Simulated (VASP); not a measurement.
# Pd (Fm-3m) in VASP: notebook

The runs below take Pd through single point, with PBE.

Everything below comes from runs of VASP 6.6.1. Logs are shortened: lines on timing, memory, paths and dates and some standing lists are left out, and cuts for length are marked.

## 1. The cell of the first run

The structure is cubic, space group Fm-3m (No. 225). The conventional cell has a = 3.893 Å, b = 3.893 Å, c = 3.893 Å, α = 90.00°, β = 90.00°, γ = 90.00°. Pd (site symmetry m-3m) has 12 Pd at 2.75 Å within 3.6 Å.

## 2. Single point, PBE, collinear spin

File INCAR:

```
SYSTEM = Pd
  PREC = Accurate
  ENCUT = 520
  EDIFF = 1E-6
  ISMEAR = -1
  SIGMA = 0.08
  LREAL = .FALSE.
  LASPH = .TRUE.
  NELM = 150
  ALGO = Normal
  ISIF = 2
  LWAVE = .FALSE.
  LCHARG = .FALSE.
  ISPIN = 2
  MAGMOM = 0.5
  LORBIT = 11
  NUPDOWN = 0.5
  LMAXMIX = 4
  GGA = PE
  NBANDS = 15
```

File KPOINTS:

```
Automatic mesh
0
G
  17 17 17
  0 0 0
```

File POSCAR:

```
Pd
1.0
    0.0000000000      1.9465000000      1.9465000000
    1.9465000000      0.0000000000      1.9465000000
    1.9465000000      1.9465000000      0.0000000000
Pd
1
Direct
    0.0000000000      0.0000000000      0.0000000000
```

Potentials or basis: VASP PAW PBE potentials, release 64 (Pd).

On the command line:

```sh
cat potpaw_PBE.64/Pd/POTCAR > POTCAR
mpirun -np 1 vasp_std > vasp.out
```

OUTCAR:

```text
SYSTEM = Pd
   PREC = Accurate
   ENCUT = 520
   EDIFF = 1E-6
   ISMEAR = -1
   LREAL = .FALSE.
   LASPH = .TRUE.
   NELM = 150
   ISIF = 2
   ISPIN = 2
   LORBIT = 11
   NUPDOWN = 0.5
   GGA = PE

 ion  position               nearest neighbor table
   1  0.000  0.000  0.000-

  LATTYP: Found a face centered cubic cell.
 ALAT       =     3.8930000000

  Lattice vectors:

 A1 = (   0.0000000000,   1.9465000000,   1.9465000000)
 A2 = (   1.9465000000,   0.0000000000,   1.9465000000)
 A3 = (   1.9465000000,   1.9465000000,   0.0000000000)

Analysis of symmetry for initial positions (statically):
=====================================================================
 Subroutine PRICEL returns:
 Original cell was already a primitive cell.

 Routine SETGRP: Setting up the symmetry group for a
 face centered cubic supercell.

 Subroutine GETGRP returns: Found 48 space group operations
 (whereof 48 operations were pure point group operations)
 out of a pool of 48 trial point group operations.

The static configuration has the point symmetry O_h .

Analysis of symmetry for dynamics (positions and initial velocities):
=====================================================================
 Subroutine PRICEL returns:
 Original cell was already a primitive cell.

 Routine SETGRP: Setting up the symmetry group for a
 face centered cubic supercell.

 Subroutine GETGRP returns: Found 48 space group operations
 (whereof 48 operations were pure point group operations)
 out of a pool of 48 trial point group operations.

The dynamic configuration has the point symmetry O_h .

Analysis of structural, dynamic, and magnetic symmetry:
=====================================================================
 Subroutine PRICEL returns:
 Original cell was already a primitive cell.

 Routine SETGRP: Setting up the symmetry group for a
 face centered cubic supercell.

 Subroutine GETGRP returns: Found 48 space group operations
 (whereof 48 operations were pure point group operations)
 out of a pool of 48 trial point group operations.

The overall configuration has the point symmetry O_h .

 Subroutine INISYM returns: Found 48 space group operations
 (whereof 48 operations are pure point group operations),
 and found     1 'primitive' translations

----------------------------------------------------------------------------------------

                                     Primitive cell

  volume of cell :      14.7500

  direct lattice vectors                    reciprocal lattice vectors
     0.000000000  1.946500000  1.946500000    -0.256871307  0.256871307  0.256871307
     1.946500000  0.000000000  1.946500000     0.256871307 -0.256871307  0.256871307
     1.946500000  1.946500000  0.000000000     0.256871307  0.256871307 -0.256871307

  length of vectors
     2.752766699  2.752766699  2.752766699     0.444914156  0.444914156  0.444914156

  position of ions in fractional coordinates (direct lattice)
     0.000000000  0.000000000  0.000000000

  ion indices of the primitive-cell ions
   primitive index   ion index
                 1           1

----------------------------------------------------------------------------------------

 KPOINTS: Automatic mesh

Automatic generation of k-mesh.
 Grid dimensions read from file:
 generate k-points for:   17   17   17

 Generating k-lattice:

  Cartesian coordinates                     Fractional coordinates (reciprocal lattice)
    -0.015110077  0.015110077  0.015110077     0.058823529  0.000000000  0.000000000
     0.015110077 -0.015110077  0.015110077     0.000000000  0.058823529  0.000000000
     0.015110077  0.015110077 -0.015110077     0.000000000  0.000000000  0.058823529

  Length of vectors
     0.026171421  0.026171421  0.026171421

  Shift w.r.t. Gamma in fractional coordinates (k-lattice)
     0.000000000  0.000000000  0.000000000

 Subroutine IBZKPT returns following result:
 ===========================================

 Found    165 irreducible k-points:

 Following reciprocal coordinates:
            Coordinates               Weight
  0.000000  0.000000  0.000000      1.000000
  0.058824  0.000000  0.000000      8.000000
  0.117647  0.000000  0.000000      8.000000
  0.176471  0.000000  0.000000      8.000000
  0.235294  0.000000  0.000000      8.000000
  0.294118  0.000000  0.000000      8.000000
[... 16 lines left out ...]
 -0.176471  0.058824  0.000000     24.000000
 -0.117647  0.058824  0.000000     24.000000
 [... further k-points ...]
   k-points           NKPTS =    165   k-points in BZ     NKDIM =    165   number of bands    NBANDS=     15
   number of dos      NEDOS =    301   number of ions     NIONS =      1
   total plane-waves  NPLWV =   8000
   dimension x,y,z NGX =    20 NGY =   20 NGZ =   20
   dimension x,y,z NGXF=    40 NGYF=   40 NGZF=   40
   ions per type =               1
   NGX,Y,Z   is equivalent  to a cutoff of  12.08, 12.08, 12.08 a.u.
   NGXF,Y,Z  is equivalent  to a cutoff of  24.16, 24.16, 24.16 a.u.
 SYSTEM =  Pd
   PREC   = accura    normal or accurate (medium, high low for compatibility)
   ISTART =      0    job   : 0-new  1-cont  2-samecut
   ICHARG =      2    charge: 1-file 2-atom 10-const
   ISPIN  =      2    spin polarized calculation?
   LNONCOLLINEAR =      F non collinear calculations
   LSORBIT =      F    spin-orbit coupling
   LASPH  =      T    aspherical Exc in radial PAW
   ENCUT  =  520.0 eV  38.22 Ry    6.18 a.u.   5.12  5.12  5.12*2*pi/ulx,y,z
   NELM   =    150;   NELMIN=  2; NELMDL= -5     # of ELM steps
   EDIFF  = 0.1E-05   stopping-criterion for ELM
   LREAL  =      F    real-space projection
   EDIFFG = 0.1E-04   stopping-criterion for IOM
   NSW    =      0    number of steps for IOM
   IBRION =     -1    ionic relax: 0-MD 1-quasi-New 2-CG
   NFREE  =      0    steps in history (QN), initial steepest desc. (CG)
   ISIF   =      2    stress and relaxation
   ISYM   =      2    0-nonsym 1-usesym 2-fastsym
   POTIM  = 0.5000    time-step for ionic-motion
   TEBEG  =    0.0;   TEEND  =   0.0 temperature during run
   PSTRESS=    0.0 pullay stress
   NELECT =      10.0000    total number of electrons
   NUPDOWN=       0.5000    fix difference up-down
   EMIN   =  10.00;   EMAX   =-10.00  energy-range for DOS
   EFERMI =   0.00;   METHOD = LEGACY
   ISMEAR =    -1;   SIGMA  =   0.08  broadening in eV -4-tet -1-fermi 0-gaus
   EFERMI_NEDOS =   21; number of points for ismear=-14 and -15
   IALGO  =     38    algorithm
   IMIX   =      4    mixing-type and parameters
     AMIX     =   0.40;   BMIX     =  1.00
     AMIX_MAG =   1.60;   BMIX_MAG =  1.00
  volume/ion in A,a.u.               =      14.75        99.54
  Fermi-wavevector in a.u.,A,eV,Ry     =   1.438171  2.717748 28.141404  2.068335
  Thomas-Fermi vector in A             =   2.557167
   LORBIT       =     11    0 simple, 1 ext, 2 COOP (PROOUT), +10 PAW based schemes
   GGA     = PE    functional components
   LHFCALC =     F    Hartree Fock is set to
   AEXX    =    0.0000 exact exchange contribution
   IVDW    =     0    specifies the selected vdW correction
   LEPSILON=     F    determine dielectric tensor
   LRPA    =     F    only Hartree local field effects (RPA)
 spin polarized calculation
  energy-cutoff  :      520.00
  volume of cell :       14.75
 maximum number of plane-waves:       411
   NGX = 11   NGY = 11   NGZ = 11

 number of electron      10.0000000 magnetization       0.5000000

 number of electron       9.9999999 magnetization       0.5000000

 Free energy of the ion-electron system (eV)
  ---------------------------------------------------
  ext. energy  EPLUGINS =         0.00000000
  ---------------------------------------------------
  free energy    TOTEN  =        -5.21017518 eV

  energy without entropy =       -5.18286951  energy(sigma->0) =       -5.19652235

 E-fermi :   9.7844     XC(G=0): -13.1877

 val. band max:       10.1535390755   @ k =   0.4118   0.1176   0.0588
 cond. band min:       9.7852763861   @ k =   0.4118   0.4118   0.0000
 fundamental gap:     -0.3682626893
 Fermi energy:        10.2256193182

 spin component 1

 k-point     1 :       0.0000    0.0000    0.0000
  band No.  band energies     occupation
      1       2.6190      1.00000
      2       6.7426      1.00000
      3       6.7426      1.00000
      4       6.7426      1.00000
      5       8.3802      1.00000
      6       8.3802      1.00000
      7      26.9651      0.00000
      8      31.7374      0.00000
      9      31.7374      0.00000
     10      31.7374      0.00000
     11      35.6656      0.00000
     12      37.1015      0.00000
     13      40.3309      0.00000
     14      40.3309      0.00000
     15      40.3309      0.00000

 k-point     2 :       0.0588    0.0000    0.0000
  band No.  band energies     occupation
      1       2.7449      1.00000
      2       6.6991      1.00000
      3       6.7861      1.00000
      4       6.7861      1.00000
      5       8.3594      1.00000
      6       8.3594      1.00000
      7      27.0971      0.00000
      8      30.8970      0.00000
      9      31.8811      0.00000
     10      31.8811      0.00000
     11      35.7017      0.00000
     12      37.6906      0.00000
     13      39.7854      0.00000
     14      39.9837      0.00000
     15      39.9837      0.00000
[... 365 lines left out ...]
      3       7.0899      1.00000
      4       7.0984      1.00000
      5       8.1324      1.00000
      6       8.5890      1.00000
      7      26.2267      0.00000
      8      28.1272      0.00000
      9      31.8352      0.00000
     10      34.0584      0.00000
     11      34.6216      0.00000
     12      35.7542      0.00000
     13      37.6197      0.00000
     14      38.2445      0.00000
     15      41.8807      0.00000

 k-point    24 :      -0.1176    0.0588    0.0000
  band No.  band energies     occupation
      1       3.3744      1.00000
      2       6.4876      1.00000
      3       6.9755      1.00000
      4       7.0103      1.00000
      5       8.1570      1.00000
      6       8.4486      1.00000
      7      27.4772      0.00000
      8      28.6185      0.00000
      9      31.5625      0.00000
     10      33.1397      0.00000
     11      35.6954      0.00000
     12      36.0532      0.00000
     13      38.7861      0.00000
     14      39.3121      0.00000
     15      41.6926      0.00000

 [... further k-points ...]

 spin component 2

 k-point     1 :       0.0000    0.0000    0.0000
  band No.  band energies     occupation
      1       2.6676      1.00000
      2       7.1308      1.00000
      3       7.1308      1.00000
      4       7.1308      1.00000
      5       8.7007      1.00000
      6       8.7007      1.00000
      7      26.9932      0.00000
      8      31.7658      0.00000
      9      31.7658      0.00000
     10      31.7658      0.00000
     11      36.2564      0.00000
     12      37.1275      0.00000
     13      40.4363      0.00000
     14      40.4363      0.00000
     15      40.4363      0.00000

 k-point     2 :       0.0588    0.0000    0.0000
  band No.  band energies     occupation
      1       2.7936      1.00000
      2       7.0846      1.00000
      3       7.1750      1.00000
      4       7.1750      1.00000
      5       8.6792      1.00000
      6       8.6792      1.00000
      7      27.1291      0.00000
      8      30.9248      0.00000
      9      31.9119      0.00000
     10      31.9119      0.00000
     11      36.3310      0.00000
     12      37.6985      0.00000
     13      39.8973      0.00000
     14      40.0993      0.00000
     15      40.0993      0.00000
[... 365 lines left out ...]
      3       7.4574      1.00000
      4       7.4816      1.00000
      5       8.4561      1.00000
      6       8.9266      0.99998
      7      26.3139      0.00000
      8      28.1668      0.00000
      9      31.8987      0.00000
     10      34.1024      0.00000
     11      34.7219      0.00000
     12      36.3870      0.00000
     13      37.7541      0.00000
     14      38.3447      0.00000
     15      42.1074      0.00000

 k-point    24 :      -0.1176    0.0588    0.0000
  band No.  band energies     occupation
      1       3.4267      1.00000
      2       6.8601      1.00000
      3       7.3669      1.00000
      4       7.3933      1.00000
      5       8.4721      1.00000
      6       8.7739      1.00000
      7      27.5385      0.00000
      8      28.6492      0.00000
      9      31.6111      0.00000
     10      33.1759      0.00000
     11      36.0924      0.00000
     12      36.3998      0.00000
     13      38.9027      0.00000
     14      39.4393      0.00000
     15      41.9255      0.00000

 [... further k-points ...]

------------------------ aborting loop because EDIFF is reached ----------------------------------------

  FORCE on cell =-STRESS in cart. coord.  units (eV):
  Direction    XX          YY          ZZ          XY          YZ          ZX
  --------------------------------------------------------------------------------------
  -------------------------------------------------------------------------------------
  Total        0.7051789      0.7051789      0.7051789     -0.0000000      0.0000000      0.0000000
  in kB       76.5978687     76.5978687     76.5978687     -0.0000000      0.0000000      0.0000000
  external PRESSURE =      76.5978687 kB  Pullay stress =       0.0000000 kB

 VOLUME and BASIS-vectors are now :
 -----------------------------------------------------------------------------
  energy-cutoff  :      520.00
  volume of cell :       14.75
      direct lattice vectors                 reciprocal lattice vectors
     0.000000000  1.946500000  1.946500000    -0.256871307  0.256871307  0.256871307
     1.946500000  0.000000000  1.946500000     0.256871307 -0.256871307  0.256871307
     1.946500000  1.946500000  0.000000000     0.256871307  0.256871307 -0.256871307

 POSITION                                       TOTAL-FORCE (eV/Angst)
 -----------------------------------------------------------------------------------
      0.00000      0.00000      0.00000         0.000000      0.000000      0.000000
 -----------------------------------------------------------------------------------
    total drift:                                0.000000      0.000000      0.000000

  FREE ENERGIE OF THE ION-ELECTRON SYSTEM (eV)
  ---------------------------------------------------
  free  energy   TOTEN  =        -5.2101751813 eV

  energy  without entropy=       -5.1828695092  energy(sigma->0) =       -5.19652235

 total charge

# of ion       s       p       d       tot
------------------------------------------
    1        0.494   0.482   8.464   9.440

 magnetization (x)

# of ion       s       p       d       tot
------------------------------------------
    1        0.001  -0.004   0.499   0.497
```

It took 82 s on 1 thread of Intel Xeon 8259CL, shared host; peak memory 0.17 GiB.

What came out:

```yaml
Free_energy: -5.2102 eV
Pressure: 7.7 GPa
Net_moment: 0.50 μB per cell
Site_moments: Pd +0.50 μB
Valence_electrons_inside_the_program's_atomic_spheres: Pd 9.44
```

Caveat: the cell stands under pressure; the total moment is fixed, so each spin has its own Fermi level.

## 3. Single point, PBE, collinear spin

File INCAR:

```
PREC     = Accurate       # precision mode
ENCUT    = 520            # plane-wave cutoff, eV
EDIFF    = 1E-6           # SCF threshold, eV
ISMEAR   = -1             # smearing method
SIGMA    = 0.08           # smearing width, eV
LREAL    = F              # projectors in reciprocal space
LASPH    = T              # aspherical terms in the spheres
NELM     = 150            # most SCF steps
ALGO     = Normal         # electronic algorithm
ISIF     = 2              # what is computed and relaxed
LWAVE    = F              # write WAVECAR
LCHARG   = T              # write CHGCAR
ISPIN    = 2              # spin polarisation
MAGMOM   = 0.8            # initial moments
LORBIT   = 11             # projections on sites
NUPDOWN  = 0.8            # fixed moment
LMAXMIX  = 4              # l up to which the mixer works
GGA      = PE             # functional
LELF     = T              # ELF
LVHAR    = T            
NBANDS   = 15             # bands
```

File KPOINTS:

```
Automatic mesh
0
Gamma
  17 17 17
```

POSCAR is that of step 2.

Potentials or basis: VASP PAW PBE potentials, release 64 (Pd).

On the command line:

```sh
cat potpaw_PBE.64/Pd/POTCAR > POTCAR
mpirun -np 1 vasp_std > vasp.out
```

Wall time 73 s (1 thread of Intel Xeon 8259CL, shared host); peak memory 0.17 GiB.

The run converged. Its results:

| Quantity | Value |
| --- | --- |
| Free energy | -5.0596 eV |
| Pressure | 9.1 GPa |
| Net moment | 0.80 μB per cell |
| Site moments | Pd +0.78 μB |
| Valence electrons inside the program's atomic spheres | Pd 9.43 |

Caveat: the cell stands under pressure; the total moment is fixed, so each spin has its own Fermi level.

## 4. Single point, PBE, collinear spin

File INCAR:

```
PREC = Accurate ; ENCUT = 520
EDIFF = 1E-6 ; ISMEAR = -1
SIGMA = 0.08 ; LREAL = False
LASPH = True ; NELM = 150
ALGO = Normal ; ISIF = 2
LWAVE = False ; LCHARG = False
ISPIN = 2 ; MAGMOM = 1.2
LORBIT = 11 ; NUPDOWN = 1.2
LMAXMIX = 4 ; GGA = PE
NBANDS = 15
```

KPOINTS is that of step 3.

POSCAR is that of step 3.

On the command line:

```sh
cat potpaw_PBE.64/Pd/POTCAR > POTCAR
mpirun -np 1 vasp_std > vasp.out
```

It took 79 s on 1 thread of Intel Xeon 8259CL, shared host; peak memory 0.17 GiB.

It converged, with:

| Quantity | Value |
| --- | --- |
| Free energy | -4.5612 eV |
| Pressure | 13.8 GPa |
| Net moment | 1.20 μB per cell |
| Site moments | Pd +1.15 μB |
| Valence electrons inside the program's atomic spheres | Pd 9.41 |

Caveat: the cell stands under pressure; the total moment is fixed, so each spin has its own Fermi level.

## 5. Overview

```tsv
fixed moment (μB)	pressure (GPa)	moment (μB)
0.5	7.7	0.50
0.8	9.1	0.80
1.2	13.8	1.20
```

Alike in all rows: task single point; level PBE; potentials or basis VASP PAW PBE potentials, release 64 (Pd); spin collinear; cell as given; k mesh 17 × 17 × 17; cutoff (eV) 520; smearing fermi-dirac 0.08 eV.

Caveats: the cell stands under pressure; the total moment is fixed, so each spin has its own Fermi level.

Absolute energies hang on the potentials; compare differences alone.
